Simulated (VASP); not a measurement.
# Mn (P6_3/mmc) in VASP: further runs

Runs on Mn. Level: LDA. Tasks: single point.

Everything below comes from runs of VASP 6.6.1. Logs are shortened: lines on timing, memory, paths and dates and some standing lists are left out, and cuts for length are marked.

## (1) The cell of the first run

The structure is hexagonal, space group P6_3/mmc (No. 194). The conventional cell has a = 2.465 Å, b = 2.465 Å, c = 7.942 Å, α = 90.00°, β = 90.00°, γ = 120.00°. Within 3.2 Å of Mn (site symmetry -3m) lie 12 Mn at 2.44 to 2.46 Å. Mn (site symmetry -6m2) has 12 Mn at 2.44 to 2.46 Å within 3.2 Å.

## (2) Single point, LDA, collinear spin, ferromagnetic start (volume scaled by 1.04)

File INCAR:

```
SYSTEM = Mn
  ALGO = Normal
  EDIFF = 1E-6
  ENCUT = 520
  ISIF = 2
  ISMEAR = -1
  ISPIN = 2
  LASPH = .True.
  LCHARG = .True.
  LELF = .True.
  LMAXMIX = 4
  LORBIT = 11
  LREAL = .False.
  LVHAR = .True.
  LWAVE = .False.
  MAGMOM = 3 3 3 3
  NBANDS = 38
  NELM = 150
  PREC = Accurate
  SIGMA = 0.05
```

File KPOINTS:

```
k-points
0
Gamma
  17 17 5
  0 0 0
```

File POSCAR:

```
Mn
1.0
    2.4647958049      0.0000000000      0.0000000000
   -1.2323979024      2.1345757822      0.0000000000
    0.0000000000      0.0000000000      7.9416316647
Mn
4
Direct
    1.0000000000      1.0000000000      1.0000000000
    1.0000000000      0.0000000000      0.5000000000
    0.3333333333      0.6666666667      0.2500000000
    0.6666666667      0.3333333333      0.7500000000
```

Potentials or basis: VASP PAW LDA potentials, release 64 (Mn_pv).

Command:

```bash
> cat potpaw_LDA.64/Mn_pv/POTCAR > POTCAR
> mpirun -np 1 vasp_std > vasp.out
```

OUTCAR:

```text
SYSTEM = Mn
   EDIFF = 1E-6
   ENCUT = 520
   ISIF = 2
   ISMEAR = -1
   ISPIN = 2
   LASPH = .True.
   LORBIT = 11
   LREAL = .False.
   NELM = 150
   PREC = Accurate

 ion  position               nearest neighbor table
   1  0.000  0.000  0.000-   3 2.44   4 2.44   3 2.44   4 2.44   4 2.44   3 2.44
   2  0.000  0.000  0.500-   3 2.44   4 2.44   3 2.44   4 2.44   4 2.44   3 2.44
   3  0.333  0.667  0.250-   1 2.44   2 2.44   1 2.44   2 2.44   1 2.44   2 2.44
   4  0.667  0.333  0.750-   1 2.44   2 2.44   1 2.44   2 2.44   1 2.44   2 2.44

  LATTYP: Found a hexagonal cell.
 ALAT       =     2.4647958049
 C/A-ratio  =     3.2220241729

  Lattice vectors:

 A1 = (   2.4647958049,   0.0000000000,   0.0000000000)
 A2 = (  -1.2323979024,   2.1345757822,   0.0000000000)
 A3 = (   0.0000000000,   0.0000000000,   7.9416316647)

Analysis of symmetry for initial positions (statically):
=====================================================================
 Subroutine PRICEL returns:
 Original cell was already a primitive cell.

 Routine SETGRP: Setting up the symmetry group for a
 hexagonal supercell.

 Subroutine GETGRP returns: Found 24 space group operations
 (whereof 12 operations were pure point group operations)
 out of a pool of 24 trial point group operations.

The static configuration has the point symmetry D_3d.
 The point group associated with its full space group is D_6h.

Analysis of symmetry for dynamics (positions and initial velocities):
=====================================================================
 Subroutine PRICEL returns:
 Original cell was already a primitive cell.

 Routine SETGRP: Setting up the symmetry group for a
 hexagonal supercell.

 Subroutine GETGRP returns: Found 24 space group operations
 (whereof 12 operations were pure point group operations)
 out of a pool of 24 trial point group operations.

The dynamic configuration has the point symmetry D_3d.
 The point group associated with its full space group is D_6h.

Analysis of structural, dynamic, and magnetic symmetry:
=====================================================================
 Subroutine PRICEL returns:
 Original cell was already a primitive cell.

 Routine SETGRP: Setting up the symmetry group for a
 hexagonal supercell.

 Subroutine GETGRP returns: Found 24 space group operations
 (whereof 12 operations were pure point group operations)
 out of a pool of 24 trial point group operations.

The overall configuration has the point symmetry D_3d.
 The point group associated with its full space group is D_6h.

 Subroutine INISYM returns: Found 24 space group operations
 (whereof 12 operations are pure point group operations),
[... 124 lines left out ...]
   LORBIT       =     11    0 simple, 1 ext, 2 COOP (PROOUT), +10 PAW based schemes
   GGA     = CA    functional components
   LHFCALC =     F    Hartree Fock is set to
   AEXX    =    0.0000 exact exchange contribution
   IVDW    =     0    specifies the selected vdW correction
   LEPSILON=     F    determine dielectric tensor
   LRPA    =     F    only Hartree local field effects (RPA)
 spin polarized calculation
  energy-cutoff  :      520.00
  volume of cell :       41.78
 maximum number of plane-waves:      1151
   NGX =  9   NGY =  9   NGZ = 29

 number of electron      52.0000041 magnetization      -0.0001819

 number of electron      52.0000041 magnetization       0.0002513

 Free energy of the ion-electron system (eV)
  ---------------------------------------------------
  ext. energy  EPLUGINS =         0.00000000
  ---------------------------------------------------
  free energy    TOTEN  =       -40.56247251 eV

  energy without entropy =      -40.52356236  energy(sigma->0) =      -40.54301743

 E-fermi :  10.6340     XC(G=0): -14.5436

 val. band max:       10.6337197449   @ k =   0.1765   0.0588   0.2000
 cond. band min:      10.6353873891   @ k =   0.3529   0.0000   0.4000
 fundamental gap:      0.0016676443
 Fermi energy:        10.6339787406

 spin component 1

 k-point     1 :       0.0000    0.0000    0.0000
  band No.  band energies     occupation
      1     -37.3602      1.00000
      2     -36.9633      1.00000
      3     -36.8855      1.00000
      4     -36.5990      1.00000
      5     -36.5990      1.00000
      6     -36.5438      1.00000
[... 973 lines left out ...]
     37      20.5414      0.00000
     38      24.9513      0.00000

 [... further k-points ...]

 spin component 2

 k-point     1 :       0.0000    0.0000    0.0000
  band No.  band energies     occupation
      1     -37.3602      1.00000
      2     -36.9635      1.00000
      3     -36.8852      1.00000
      4     -36.5989      1.00000
      5     -36.5989      1.00000
      6     -36.5436      1.00000
[... 973 lines left out ...]
     37      20.5415      0.00000
     38      24.9513      0.00000

 [... further k-points ...]
[... 5 lines left out ...]
  --------------------------------------------------------------------------------------
  -------------------------------------------------------------------------------------
  Total       -3.0368276     -3.0368276     -3.0819432     -0.0000000     -0.0000000      0.0000000
  in kB     -116.4470419   -116.4470419   -118.1769957     -0.0000000     -0.0000000      0.0000000
  external PRESSURE =    -117.0236932 kB  Pullay stress =       0.0000000 kB

 VOLUME and BASIS-vectors are now :
 -----------------------------------------------------------------------------
  energy-cutoff  :      520.00
  volume of cell :       41.78
      direct lattice vectors                 reciprocal lattice vectors
     2.464795805  0.000000000  0.000000000     0.405713122  0.234238580  0.000000000
    -1.232397902  2.134575782  0.000000000     0.000000000  0.468477160  0.000000000
     0.000000000  0.000000000  7.941631665     0.000000000  0.000000000  0.125918708

 POSITION                                       TOTAL-FORCE (eV/Angst)
 -----------------------------------------------------------------------------------
      0.00000      0.00000      0.00000        -0.000000      0.000000     -0.000000
      0.00000      0.00000      3.97082         0.000000      0.000000     -0.000000
     -0.00000      1.42305      1.98541         0.000000     -0.000000      0.000000
      1.23240      0.71153      5.95622        -0.000000      0.000000     -0.000000
 -----------------------------------------------------------------------------------
    total drift:                                0.000000     -0.000000      0.000000

  FREE ENERGIE OF THE ION-ELECTRON SYSTEM (eV)
  ---------------------------------------------------
  free  energy   TOTEN  =       -40.5624725060 eV

  energy  without entropy=      -40.5235623628  energy(sigma->0) =      -40.54301743

 total charge

# of ion       s       p       d       tot
------------------------------------------
    1        0.438   6.414   5.209  12.061
    2        0.438   6.414   5.209  12.061
    3        0.439   6.415   5.196  12.050
    4        0.439   6.415   5.196  12.050
--------------------------------------------------
tot          1.754  25.658  20.809  48.221

 magnetization (x)

# of ion       s       p       d       tot
------------------------------------------
    1        0.000   0.000   0.000   0.000
    2        0.000   0.000   0.000   0.000
    3       -0.000  -0.000  -0.000  -0.000
    4       -0.000  -0.000  -0.000  -0.000
--------------------------------------------------
tot          0.000   0.000   0.000   0.000
```

OSZICAR:

```text
N       E                     dE             d eps       ncg     rms          rms(c)
DAV:   1     0.630767621534E+03    0.63077E+03   -0.28777E+04 15776   0.195E+03
DAV:   2    -0.373569584393E+01   -0.63450E+03   -0.60482E+03 15072   0.538E+02
DAV:   3    -0.427812689958E+02   -0.39046E+02   -0.37409E+02 15882   0.153E+02
[... 11 lines left out ...]
DAV:  15    -0.405624572604E+02   -0.11213E-04   -0.43443E-05 15904   0.504E-02    0.298E-02
DAV:  16    -0.405624630150E+02   -0.57546E-05   -0.23916E-05 15946   0.488E-02    0.220E-02
DAV:  17    -0.405624693295E+02   -0.63145E-05   -0.24303E-05 14420   0.580E-02    0.117E-02
DAV:  18    -0.405624721854E+02   -0.28559E-05   -0.32149E-05 14710   0.700E-02    0.322E-03
DAV:  19    -0.405624725060E+02   -0.32052E-06   -0.37128E-06 13354   0.158E-02
   1 F= -.40562473E+02 E0= -.40543017E+02  d E =-.389101E-01  mag=     0.0001
```

Run time: 6.9 min. Hardware: 1 thread of Intel Xeon Platinum 8259CL at 2.50GHz (Skylake/Cascade Lake), shared host; peak memory 0.29 GiB.

Results:

```
Free energy                                           : -40.5625 eV
Pressure                                              : -11.7 GPa
Band gap on the k mesh                                : zero (filled and empty bands overlap)
Net moment                                            : 0.00 μB per cell
Valence electrons inside the program's atomic spheres : Mn 12.06, 12.05
```

Levels at points of the mesh, in eV from the Fermi level:
Spin up:
```
           k point  band 24  band 25  band 26  band 27  band 28  band 29
(0.00, 0.00, 0.00)    -0.80    -0.80    -0.73    -0.73     0.23     0.23
```
Spin down:
| k point | band 24 | band 25 | band 26 | band 27 | band 28 | band 29 |
| --- | --- | --- | --- | --- | --- | --- |
| (0.00, 0.00, 0.00) | -0.80 | -0.80 | -0.73 | -0.73 | 0.23 | 0.23 |

Caveat: the cell differs from its parent crystal (volume scaled by 1.04); the starting moments collapsed, and a magnetic state may lie lower.

## (3) Single point, LDA, collinear spin, antiferromagnetic start

This run uses another cell than the first one, of 10.04 Å³/atom, 0.962 times its volume.

File INCAR:

```
SYSTEM = Mn
  PREC = Accurate
  ENCUT = 520
  EDIFF = 1E-6
  ISMEAR = -1
  SIGMA = 0.05
  LREAL = .False.
  LASPH = .True.
  NELM = 150
  ALGO = Normal
  ISIF = 2
  LWAVE = .False.
  LCHARG = .True.
  ISPIN = 2
  MAGMOM = 3 3 -3 -3
  LORBIT = 11
  LMAXMIX = 4
  LELF = .True.
  LVHAR = .True.
  NBANDS = 38
```

File KPOINTS:

```
Automatic mesh
0
Gamma
  14 14 4
  0 0 0
```

File POSCAR:

```
Mn
1.0
    2.4327809719      0.0000000000      0.0000000000
   -1.2163904859      2.1068501235      0.0000000000
    0.0000000000      0.0000000000      7.8384805599
Mn
4
Direct
    1.0000000000      0.0000000000      0.0000000000
    1.0000000000      0.0000000000      0.5000000000
    0.3333333333      0.6666666667      0.2500000000
    0.6666666667      0.3333333333      0.7500000000
```

Potentials or basis: VASP PAW LDA potentials, release 64 (Mn_pv).

Command:

```bash
> cat potpaw_LDA.64/Mn_pv/POTCAR > POTCAR
> mpirun -np 1 vasp_std > vasp.out
```

Run time: 3.9 min. Hardware: 1 thread of Intel Xeon Platinum 8488C (Sapphire Rapids), shared host; peak memory 0.25 GiB.

The run converged. Its results:

| Quantity | Value |
| --- | --- |
| Free energy | -40.6160 eV |
| Pressure | 0.5 GPa |
| Band gap on the k mesh | zero (filled and empty bands overlap) |
| Net moment | 0.00 μB per cell |
| Valence electrons inside the program's atomic spheres | Mn 12.15, 12.13 |

Stress tensor (GPa, compression positive):
```
0.53 0.00 0.00
0.00 0.53 0.00
0.00 0.00 0.40
```

Levels at points of the mesh, in eV from the Fermi level:
Spin up:
| k point | band 23 | band 24 | band 25 | band 26 | band 27 | band 28 | band 29 | band 30 |
| --- | --- | --- | --- | --- | --- | --- | --- | --- |
| (0.00, 0.00, 0.00) | -1.11 | -0.86 | -0.86 | -0.78 | -0.78 | 0.24 | 0.24 | 0.74 |
| (0.50, 0.00, 0.00) | -0.59 | 0.09 | 0.11 | 1.55 | 1.91 | 1.93 | 2.03 | 2.05 |
| (0.00, 0.00, 0.50) | -1.01 | -1.01 | -1.01 | -1.01 | -0.60 | -0.60 | 0.53 | 0.53 |
| (0.50, 0.00, 0.50) | -0.39 | -0.39 | 0.29 | 0.29 | 1.41 | 1.41 | 1.96 | 1.96 |
Spin down:
| k point | band 22 | band 23 | band 24 | band 25 | band 26 | band 27 | band 28 | band 29 | band 30 | band 31 |
| --- | --- | --- | --- | --- | --- | --- | --- | --- | --- | --- |
| (0.00, 0.00, 0.00) | -1.31 | -1.11 | -0.86 | -0.86 | -0.78 | -0.78 | 0.24 | 0.24 | 0.74 | 0.74 |
| (0.50, 0.00, 0.00) | -1.41 | -0.58 | 0.09 | 0.11 | 1.55 | 1.91 | 1.93 | 2.03 | 2.05 | 2.17 |
| (0.00, 0.00, 0.50) | -1.20 | -1.01 | -1.01 | -1.01 | -1.01 | -0.59 | -0.59 | 0.53 | 0.53 | 0.53 |
| (0.50, 0.00, 0.50) | -1.00 | -0.39 | -0.39 | 0.29 | 0.29 | 1.41 | 1.41 | 1.96 | 1.96 | 2.16 |

Caveat: the starting moments collapsed, and a magnetic state may lie lower.

## (4) Single point, LDA, collinear spin, antiferromagnetic start (volume scaled by 0.88)

File INCAR:

```
PREC = Accurate
ENCUT = 520
EDIFF = 1E-7
ISMEAR = -1
SIGMA = 0.05
LREAL = False
LASPH = True
NELM = 150
ALGO = Normal
ISIF = 2
LWAVE = False
LCHARG = False
ISPIN = 2
MAGMOM = 3 3 -3 -3
LORBIT = 11
LMAXMIX = 4
NBANDS = 38
```

File KPOINTS:

```
Automatic mesh
0
Gamma
  17 17 5
```

File POSCAR:

```
Mn
1.0
    2.3312950113      0.0000000000      0.0000000000
   -1.1656475056      2.0189607035      0.0000000000
    0.0000000000      0.0000000000      7.5114902808
Mn
4
Direct
    1.0000000000      0.0000000000      0.0000000000
    1.0000000000      0.0000000000      0.5000000000
    0.3333333333      0.6666666667      0.2500000000
    0.6666666667      0.3333333333      0.7500000000
```

Command:

```bash
> cat potpaw_LDA.64/Mn_pv/POTCAR > POTCAR
> mpirun -np 1 vasp_std > vasp.out
```

Wall time 4.1 min (1 thread of Intel Xeon Platinum 8488C (Sapphire Rapids), shared host); peak memory 0.27 GiB.

It converged, with:

| Item | Value |
| --- | --- |
| Free energy | -39.8469 eV |
| Pressure | 57.1 GPa |
| Band gap on the k mesh | zero (filled and empty bands overlap) |
| Net moment | 0.00 μB per cell |
| Valence electrons inside the program's atomic spheres | Mn 12.47, 12.46 |

Stress tensor (GPa, compression positive):
```
57.26  0.00  0.00
 0.00 57.26  0.00
 0.00  0.00 56.72
```

Levels at points of the mesh, in eV from the Fermi level:
Spin up:
```
           k point  band 23  band 24  band 25  band 26  band 27  band 28  band 29  band 30
(0.00, 0.00, 0.00)    -1.35    -1.06    -1.06    -0.96    -0.96     0.27     0.27     0.87
```
Spin down:
```csv
k point,band 24,band 25,band 26,band 27,band 28,band 29
"(0.00, 0.00, 0.00)",-1.06,-1.06,-0.96,-0.96,0.27,0.27
```

Caveat: the cell differs from its parent crystal (volume scaled by 0.88); the starting moments collapsed, and a magnetic state may lie lower.
